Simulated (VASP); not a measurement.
Here is a VASP 6.6.1 calculation.

POSCAR

```
NaI
1.0
    0.0000000000      3.2297205363      3.2297205363
    3.2297205363      0.0000000000      3.2297205363
    3.2297205363      3.2297205363      0.0000000000
Na I
1 1
Direct
    0.0000000000      0.0000000000      0.0000000000
    0.5000000000      0.5000000000      0.5000000000
```

The input INCAR.step1:

```
  PREC = Accurate
  ENCUT = 500
  EDIFF = 1E-8
  ISMEAR = 0
  SIGMA = 0.01
  LREAL = False
  LASPH = True
  NELM = 60
  ALGO = Normal
  LWAVE = True
  LCHARG = False
  METAGGA = R2SCAN
  LMIXTAU = True
```

INCAR.step2

```
  PREC = Accurate
  ENCUT = 500
  EDIFF = 1E-8
  ISMEAR = 0
  SIGMA = 0.01
  LREAL = False
  LASPH = True
  NELM = 1
  ALGO = Exact
  LWAVE = True
  LCHARG = False
  METAGGA = R2SCAN
  LMIXTAU = True
  NBANDS = 261
  LOPTICS = True
  ISTART = 1
```

File INCAR.step3:

```
  PREC = Accurate
  ENCUT = 500
  EDIFF = 1E-8
  ISMEAR = 0
  SIGMA = 0.01
  LREAL = False
  LASPH = True
  ALGO = EVGW0
  LWAVE = False
  LCHARG = False
  METAGGA = R2SCAN
  LMIXTAU = True
  NELMGW = 1
  NBANDS = 261
  ENCUTGW = 140.0
  NOMEGA = 48
  PRECFOCK = Fast
  ISTART = 1
  NBANDSGW = 16
```

KPOINTS

```
Automatic mesh
0
Gamma
  4 4 4
```

Potentials or basis: VASP PAW PBE potentials, release 64 (Na_sv_GW, I_GW).

Launch:

```console
$ cat potpaw_PBE.64/Na_sv_GW/POTCAR potpaw_PBE.64/I_GW/POTCAR > POTCAR
$ cp INCAR.step1 INCAR
$ mpirun -np 1 vasp_std > vasp.out
$ cp INCAR.step2 INCAR
$ mpirun -np 1 vasp_std > vasp.out
$ cp INCAR.step3 INCAR
$ mpirun -np 1 vasp_std > vasp.out
```

(1) Predict the quasiparticle gap.

(2) Estimate the least direct quasiparticle gap.

(3) Predict the band gap of the starting levels on the mesh.

Answers

(1) 6.17 eV.

(2) 6.17 eV.

(3) 4.30 eV.

Caveat: the k points lie up to 0.42 Å⁻¹ apart; bands, screening cutoff and mesh are small and nothing is extrapolated, so the quasiparticle values aren't converged; spin-orbit coupling is left out, which moves the levels of the heavy elements.
